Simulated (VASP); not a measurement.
Sn, 1 atom in the cell. Symmetry: Im-3m, No. 229, cubic system. The conventional cell has a = 4.042 Å, b = 4.042 Å, c = 4.042 Å, α = 90.00°, β = 90.00°, γ = 90.00°. Sn (site symmetry m-3m) has 14 Sn at 3.50 to 4.04 Å within 4.6 Å. This isn't the form of Sn at room conditions, which is tetragonal (white tin).

- Program: VASP 6.6.1
- Task: single point
- Functional: BLYP
- Potentials or basis: VASP PAW PBE potentials, release 64 (Sn_d)
- Cutoff: 520 eV
- k mesh: 13 × 13 × 13
- Occupations: fermi-dirac, width 0.1 eV
- Spin: no spin polarisation
- Dipole correction: no
- Further INCAR settings: ALGO = Normal; EDIFF = 1e-07; NBANDS = 13

Potentials or basis: VASP PAW PBE potentials, release 64 (Sn_d).

The run is started by

```sh
$ cat potpaw_PBE.64/Sn_d/POTCAR > POTCAR
$ mpirun -np 1 vasp_std > vasp.out
```

Hardware: 1 thread of Intel(R) Xeon(R) Platinum 8259CL CPU @ 2.50GHz (Skylake/Cascade Lake), with other jobs on the host.

Question: How long does it take, and how much memory?

Answer: Wall time 36 s on 1 thread of Intel(R) Xeon(R) Platinum 8259CL CPU @ 2.50GHz (Skylake/Cascade Lake), with other jobs on the host, peak memory 0.17 GiB. Counts: scf iterations 11, k points 84.
